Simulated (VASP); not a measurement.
# Zn3P (Pm-3m) in VASP: single point with r2SCAN-based global hybrid with 10 % exact exchange

Aim: the single point of Zn3P with r2SCAN-based global hybrid with 10 % exact exchange.

Everything below comes from runs of VASP 6.6.1. Logs are shortened: lines on timing, memory, paths and dates and some standing lists are left out, and cuts for length are marked.

**1. The cell of the first run**

Symmetry: Pm-3m, No. 221, cubic system. The conventional cell has a = 3.976 Å, b = 3.976 Å, c = 3.976 Å, α = 90.00°, β = 90.00°, γ = 90.00°. Within 3.7 Å of Zn (site symmetry 4/mmm) lie 8 Zn at 2.81 Å and 4 P at 2.81 Å. P (site symmetry m-3m) has 12 Zn at 2.81 Å within 3.7 Å.

**2. Single point, r2SCAN-based global hybrid with 10 % exact exchange**

POSCAR reads:

```
Zn3P
1.0
    3.9755180000      0.0000000000      0.0000000000
    0.0000000000      3.9755180000      0.0000000000
    0.0000000000      0.0000000000      3.9755180000
Zn P
3 1
Direct
    0.5000000000      0.5000000000      0.0000000000
    0.5000000000      0.0000000000      0.5000000000
    0.0000000000      0.5000000000      0.5000000000
    0.0000000000      0.0000000000      0.0000000000
```

INCAR.step1 reads:

```
  ALGO = Normal
  EDIFF = 1E-5
  ENCUT = 520
  GGA = PE
  ISIF = 2
  ISMEAR = -1
  LASPH = T
  LREAL = F
  LWAVE = T
  NBANDS = 28
  NELM = 100
  PREC = Accurate
  SIGMA = 0.05
```

INCAR.step2 reads:

```
  AEXX = 0.1
  ALGO = Normal
  EDIFF = 1E-7
  ENCUT = 520
  ISIF = 2
  ISMEAR = -1
  ISTART = 1
  LASPH = T
  LCHARG = T
  LELF = T
  LHFCALC = T
  LMIXTAU = T
  LREAL = F
  LVHAR = T
  LWAVE = F
  METAGGA = R2SCAN
  NBANDS = 28
  NELM = 100
  PREC = Accurate
  PRECFOCK = Normal
  SIGMA = 0.05
```

KPOINTS reads:

```
k-points
0
Gamma
  4 4 4
```

Potentials or basis: VASP PAW PBE potentials, release 64 (Zn, P).

On the command line:

```bash
> cat potpaw_PBE.64/Zn/POTCAR potpaw_PBE.64/P/POTCAR > POTCAR
> cp INCAR.step1 INCAR
> mpirun -np 1 vasp_std > vasp.out
> cp INCAR.step2 INCAR
> mpirun -np 1 vasp_std > vasp.out
```

OUTCAR:

```text
AEXX = 0.1
   EDIFF = 1E-7
   ENCUT = 520
   ISIF = 2
   ISMEAR = -1
   ISTART = 1
   LASPH = T
   LHFCALC = T
   LREAL = F
   METAGGA = R2SCAN
   NELM = 100
   PREC = Accurate
   PRECFOCK = Normal

 ion  position               nearest neighbor table
   1  0.500  0.500  0.000-   2 2.81   3 2.81   4 2.81   2 2.81   3 2.81   2 2.81   4 2.81   2 2.81
                             3 2.81   4 2.81   3 2.81   4 2.81
   2  0.500  0.000  0.500-   1 2.81   3 2.81   4 2.81   1 2.81   4 2.81   1 2.81   3 2.81   1 2.81
                             3 2.81   4 2.81   4 2.81   3 2.81
   3  0.000  0.500  0.500-   1 2.81   2 2.81   4 2.81   1 2.81   4 2.81   2 2.81   4 2.81   4 2.81
                             1 2.81   2 2.81   1 2.81   2 2.81
   4  0.000  0.000  0.000-   1 2.81   2 2.81   3 2.81   2 2.81   3 2.81   1 2.81   3 2.81   3 2.81
                             1 2.81   2 2.81   2 2.81   1 2.81

  LATTYP: Found a simple cubic cell.
 ALAT       =     3.9755180000

  Lattice vectors:

 A1 = (   3.9755180000,   0.0000000000,   0.0000000000)
 A2 = (   0.0000000000,   3.9755180000,   0.0000000000)
 A3 = (   0.0000000000,   0.0000000000,   3.9755180000)

Analysis of symmetry for initial positions (statically):
=====================================================================
 Subroutine PRICEL returns:
 Original cell was already a primitive cell.

 Routine SETGRP: Setting up the symmetry group for a
 simple cubic supercell.

 Subroutine GETGRP returns: Found 48 space group operations
 (whereof 48 operations were pure point group operations)
 out of a pool of 48 trial point group operations.

The static configuration has the point symmetry O_h .

Analysis of symmetry for dynamics (positions and initial velocities):
=====================================================================
 Subroutine PRICEL returns:
 Original cell was already a primitive cell.

 Routine SETGRP: Setting up the symmetry group for a
 simple cubic supercell.

 Subroutine GETGRP returns: Found 48 space group operations
 (whereof 48 operations were pure point group operations)
 out of a pool of 48 trial point group operations.

The dynamic configuration has the point symmetry O_h .

 Subroutine INISYM returns: Found 48 space group operations
 (whereof 48 operations are pure point group operations),
 and found     1 'primitive' translations

----------------------------------------------------------------------------------------

                                     Primitive cell

  volume of cell :      62.8320

  direct lattice vectors                    reciprocal lattice vectors
     3.975518000  0.000000000  0.000000000     0.251539548  0.000000000  0.000000000
     0.000000000  3.975518000  0.000000000     0.000000000  0.251539548  0.000000000
     0.000000000  0.000000000  3.975518000     0.000000000  0.000000000  0.251539548

  length of vectors
     3.975518000  3.975518000  3.975518000     0.251539548  0.251539548  0.251539548

  position of ions in fractional coordinates (direct lattice)
     0.500000000  0.500000000  0.000000000
     0.500000000  0.000000000  0.500000000
     0.000000000  0.500000000  0.500000000
     0.000000000  0.000000000  0.000000000

  ion indices of the primitive-cell ions
   primitive index   ion index
                 1           1
                 2           2
                 3           3
                 4           4

----------------------------------------------------------------------------------------

 KPOINTS: k-points

Automatic generation of k-mesh.
 Grid dimensions read from file:
 generate k-points for:    4    4    4

 Generating k-lattice:

  Cartesian coordinates                     Fractional coordinates (reciprocal lattice)
     0.062884887  0.000000000  0.000000000     0.250000000  0.000000000  0.000000000
     0.000000000  0.062884887  0.000000000     0.000000000  0.250000000  0.000000000
     0.000000000  0.000000000  0.062884887     0.000000000  0.000000000  0.250000000

  Length of vectors
     0.062884887  0.062884887  0.062884887

  Shift w.r.t. Gamma in fractional coordinates (k-lattice)
     0.000000000  0.000000000  0.000000000

 Subroutine IBZKPT returns following result:
 ===========================================

 Found     10 irreducible k-points:

 Following reciprocal coordinates:
            Coordinates               Weight
  0.000000  0.000000  0.000000      1.000000
  0.250000  0.000000  0.000000      6.000000
  0.500000  0.000000  0.000000      3.000000
  0.250000  0.250000  0.000000     12.000000
  0.500000  0.250000  0.000000     12.000000
  0.500000  0.500000  0.000000      3.000000
  0.250000  0.250000  0.250000      8.000000
  0.500000  0.250000  0.250000     12.000000
  0.500000  0.500000  0.250000      6.000000
  0.500000  0.500000  0.500000      1.000000
   k-points           NKPTS =     10   k-points in BZ     NKDIM =     64   number of bands    NBANDS=     28
   number of dos      NEDOS =    301   number of ions     NIONS =      4
   total plane-waves  NPLWV =  27000
   dimension x,y,z NGX =    30 NGY =   30 NGZ =   30
   dimension x,y,z NGXF=    60 NGYF=   60 NGZF=   60
   ions per type =               3   1
   NGX,Y,Z   is equivalent  to a cutoff of  12.55, 12.55, 12.55 a.u.
   NGXF,Y,Z  is equivalent  to a cutoff of  25.09, 25.09, 25.09 a.u.
 SYSTEM =  unknown system
   PREC   = accura    normal or accurate (medium, high low for compatibility)
   ISTART =      1    job   : 0-new  1-cont  2-samecut
   ICHARG =      0    charge: 1-file 2-atom 10-const
   ISPIN  =      1    spin polarized calculation?
   LNONCOLLINEAR =      F non collinear calculations
   LSORBIT =      F    spin-orbit coupling
   LASPH  =      T    aspherical Exc in radial PAW
   ENCUT  =  520.0 eV  38.22 Ry    6.18 a.u.   7.39  7.39  7.39*2*pi/ulx,y,z
   NELM   =    100;   NELMIN=  2; NELMDL=  0     # of ELM steps
   EDIFF  = 0.1E-06   stopping-criterion for ELM
   LREAL  =      F    real-space projection
   EDIFFG = 0.1E-05   stopping-criterion for IOM
   NSW    =      0    number of steps for IOM
   IBRION =     -1    ionic relax: 0-MD 1-quasi-New 2-CG
   NFREE  =      0    steps in history (QN), initial steepest desc. (CG)
   ISIF   =      2    stress and relaxation
   ISYM   =      3    0-nonsym 1-usesym 2-fastsym
   POTIM  = 0.5000    time-step for ionic-motion
   TEBEG  =    0.0;   TEEND  =   0.0 temperature during run
   PSTRESS=    0.0 pullay stress
   NELECT =      41.0000    total number of electrons
   NUPDOWN=      -1.0000    fix difference up-down
   EMIN   =  10.00;   EMAX   =-10.00  energy-range for DOS
   EFERMI =   0.00;   METHOD = LEGACY
   ISMEAR =    -1;   SIGMA  =   0.05  broadening in eV -4-tet -1-fermi 0-gaus
   EFERMI_NEDOS =   21; number of points for ismear=-14 and -15
   IALGO  =     38    algorithm
   IMIX   =      1    mixing-type and parameters
     AMIX     =   0.40;   BMIX     =  1.00
     AMIX_MAG =   1.60;   BMIX_MAG =  1.00
  volume/ion in A,a.u.               =      15.71       106.00
  Fermi-wavevector in a.u.,A,eV,Ry     =   1.419959  2.683333 27.433193  2.016283
  Thomas-Fermi vector in A             =   2.540924
   LORBIT       =      0    0 simple, 1 ext, 2 COOP (PROOUT), +10 PAW based schemes
   METAGGA = R2SCAN    functional components
   LHFCALC =     T    Hartree Fock is set to
   PRECFOCK=normal    Normal, Fast or Accurate (Low or Medium for compatibility)
   ENCUT4O =  -1.0   cutoff for four orbital integrals eV
   NKREDX  =     1    reduce k-point grid by
   NKREDY  =     1    reduce k-point grid by
   NKREDZ  =     1    reduce k-point grid by
   AEXX    =    0.1000 exact exchange contribution
   HFSCREEN=    0.0000 screening length (either q_TF or 0.3 A-1)
   HFSCREENC=   0.0000 screening length for correlation (either q_TF or 0.3 A-1)
   ENCUTFOCK=  -1.0 apply spherical cutoff to Coloumb kernel
   IVDW    =     0    specifies the selected vdW correction
   LEPSILON=     F    determine dielectric tensor
   LRPA    =     F    only Hartree local field effects (RPA)
 non-spin polarized calculation
  energy-cutoff  :      520.00
  volume of cell :       62.83
 maximum number of plane-waves:      1743
 NGX is ok and might be reduce to    30
  NGX = 24; NGY = 24; NGZ = 24

 number of electron      41.0000100 magnetization

 Free energy of the ion-electron system (eV)
  ---------------------------------------------------
  ext. energy  EPLUGINS =         0.00000000
  ---------------------------------------------------
  free energy    TOTEN  =       -33.14417932 eV

  energy without entropy =      -33.12964112  energy(sigma->0) =      -33.13691022

 E-fermi :   4.0673     XC(G=0): -11.1062

 val. band max:        3.8669513863   @ k =   0.2500   0.2500   0.0000
 cond. band min:       4.0803476082   @ k =   0.5000   0.5000   0.2500
 fundamental gap:      0.2133962220
 Fermi energy:         4.0673359491

 k-point     1 :       0.0000    0.0000    0.0000
  band No.  band energies     occupation
      1      -9.5604      2.00000
      2      -5.4230      2.00000
      3      -5.0446      2.00000
      4      -5.0446      2.00000
      5      -5.0446      2.00000
      6      -4.8931      2.00000
[... 20 lines left out ...]
     27      13.3751      0.00000
     28      13.3751      0.00000

 k-point     2 :       0.2500    0.0000    0.0000
  band No.  band energies     occupation
      1      -9.0835      2.00000
      2      -5.2743      2.00000
      3      -4.9998      2.00000
      4      -4.9621      2.00000
      5      -4.9621      2.00000
      6      -4.9467      2.00000
[... 20 lines left out ...]
     27      12.2595      0.00000
     28      12.2596      0.00000

 k-point     3 :       0.5000    0.0000    0.0000
  band No.  band energies     occupation
      1      -8.3584      2.00000
      2      -5.4268      2.00000
      3      -5.0077      2.00000
      4      -4.9471      2.00000
      5      -4.8286      2.00000
      6      -4.8286      2.00000
[... 20 lines left out ...]
     27      13.2953      0.00000
     28      14.2786      0.00000

 k-point     4 :       0.2500    0.2500    0.0000
  band No.  band energies     occupation
      1      -8.6540      2.00000
      2      -5.1521      2.00000
      3      -4.9848      2.00000
      4      -4.9298      2.00000
      5      -4.8405      2.00000
      6      -4.8381      2.00000
[... 20 lines left out ...]
     27      11.0019      0.00000
     28      13.4912      0.00000

 k-point     5 :       0.5000    0.2500    0.0000
  band No.  band energies     occupation
      1      -8.0434      2.00000
      2      -5.0977      2.00000
      3      -4.8831      2.00000
      4      -4.8712      2.00000
      5      -4.8707      2.00000
      6      -4.8605      2.00000
[... 20 lines left out ...]
     27      11.7244      0.00000
     28      12.3686      0.00000

 k-point     6 :       0.5000    0.5000    0.0000
  band No.  band energies     occupation
      1      -7.6499      2.00000
      2      -4.9143      2.00000
      3      -4.9058      2.00000
      4      -4.9058      2.00000
      5      -4.7599      2.00000
      6      -4.6687      2.00000
[... 20 lines left out ...]
     27      10.0585      0.00000
     28      15.1311      0.00000

 k-point     7 :       0.2500    0.2500    0.2500
  band No.  band energies     occupation
      1      -8.2948      2.00000
      2      -5.2299      2.00000
      3      -4.9078      2.00000
      4      -4.8540      2.00000
      5      -4.8540      2.00000
      6      -4.6782      2.00000
[... 20 lines left out ...]
     27      13.0317      0.00000
     28      13.0317      0.00000

 k-point     8 :       0.5000    0.2500    0.2500
  band No.  band energies     occupation
      1      -7.8365      2.00000
      2      -5.0924      2.00000
      3      -4.9867      2.00000
      4      -4.7889      2.00000
      5      -4.7635      2.00000
      6      -4.6608      2.00000
[... 20 lines left out ...]
     27      13.4453      0.00000
     28      15.1401      0.00000

 k-point     9 :       0.5000    0.5000    0.2500
  band No.  band energies     occupation
      1      -7.6156      2.00000
      2      -4.9901      2.00000
      3      -4.9901      2.00000
      4      -4.9473      2.00000
      5      -4.6522      2.00000
      6      -4.6522      2.00000
[... 20 lines left out ...]
     27      15.4329      0.00000
     28      16.3813      0.00000

 k-point    10 :       0.5000    0.5000    0.5000
  band No.  band energies     occupation
      1      -7.5845      2.00000
      2      -5.0604      2.00000
      3      -5.0604      2.00000
      4      -5.0604      2.00000
      5      -4.6501      2.00000
      6      -4.6501      2.00000
[... 20 lines left out ...]
     27      17.7087      0.00000
     28      17.7087      0.00000

------------------------ aborting loop because EDIFF is reached ----------------------------------------

  FORCE on cell =-STRESS in cart. coord.  units (eV):
  Direction    XX          YY          ZZ          XY          YZ          ZX
  --------------------------------------------------------------------------------------
  -------------------------------------------------------------------------------------
  Total       -1.2898669     -1.2898669     -1.2898669     -0.0000000      0.0000000     -0.0000000
  in kB      -32.8907894    -32.8907894    -32.8907894     -0.0000000      0.0000000     -0.0000000
  external PRESSURE =     -32.8907894 kB  Pullay stress =       0.0000000 kB

 VOLUME and BASIS-vectors are now :
 -----------------------------------------------------------------------------
  energy-cutoff  :      520.00
  volume of cell :       62.83
      direct lattice vectors                 reciprocal lattice vectors
     3.975518000  0.000000000  0.000000000     0.251539548  0.000000000  0.000000000
     0.000000000  3.975518000  0.000000000     0.000000000  0.251539548  0.000000000
     0.000000000  0.000000000  3.975518000     0.000000000  0.000000000  0.251539548

 POSITION                                       TOTAL-FORCE (eV/Angst)
 -----------------------------------------------------------------------------------
      1.98776      1.98776      0.00000         0.000000      0.000000      0.000000
      1.98776      0.00000      1.98776         0.000000      0.000000      0.000000
      0.00000      1.98776      1.98776         0.000000      0.000000      0.000000
      0.00000      0.00000      0.00000         0.000000      0.000000      0.000000
 -----------------------------------------------------------------------------------
    total drift:                               -0.000000     -0.000000     -0.000000

  FREE ENERGIE OF THE ION-ELECTRON SYSTEM (eV)
  ---------------------------------------------------
  free  energy   TOTEN  =       -33.1441793214 eV

  energy  without entropy=      -33.1296411165  energy(sigma->0) =      -33.13691022
```

Wall time 77 min (1 thread of AMD EPYC 7R13 (Zen 3), shared host); peak memory 0.17 GiB.

Results:

```yaml
Free_energy: -33.1442 eV
Pressure: -3.3 GPa
Band_gap_on_the_k_mesh: zero (an odd number of electrons rules out a gap without spin polarisation)
```

Levels at points of the mesh, in eV from the Fermi level:
| k point | band 16 | band 17 | band 18 | band 19 | band 20 | band 21 | band 22 | band 23 | band 24 | band 25 |
| --- | --- | --- | --- | --- | --- | --- | --- | --- | --- | --- |
| (0.00, 0.00, 0.00) | -8.00 | -3.90 | -3.50 | -3.50 | -3.50 | 1.39 | 1.39 | 5.29 | 5.29 | 5.29 |
| (0.50, 0.00, 0.00) | -8.22 | -8.00 | -1.67 | -1.67 | -1.49 | 1.59 | 1.84 | 1.84 | 3.20 | 3.83 |
| (0.50, 0.50, 0.00) | -8.13 | -6.13 | -6.13 | -5.72 | -0.57 | 2.23 | 3.93 | 3.93 | 4.28 | 4.28 |
| (0.50, 0.50, 0.50) | -7.49 | -5.28 | -5.28 | -5.28 | -3.21 | -2.10 | -2.10 | -2.10 | 9.35 | 9.35 |

Caveat: the k points lie up to 0.40 Å⁻¹ apart, too coarse for converged energies and pressures of a metal; the PAW data sets were made with another functional, which shifts forces and pressure a little.

The gap in the log of VASP goes by the Fermi energy; the results here count the filled bands.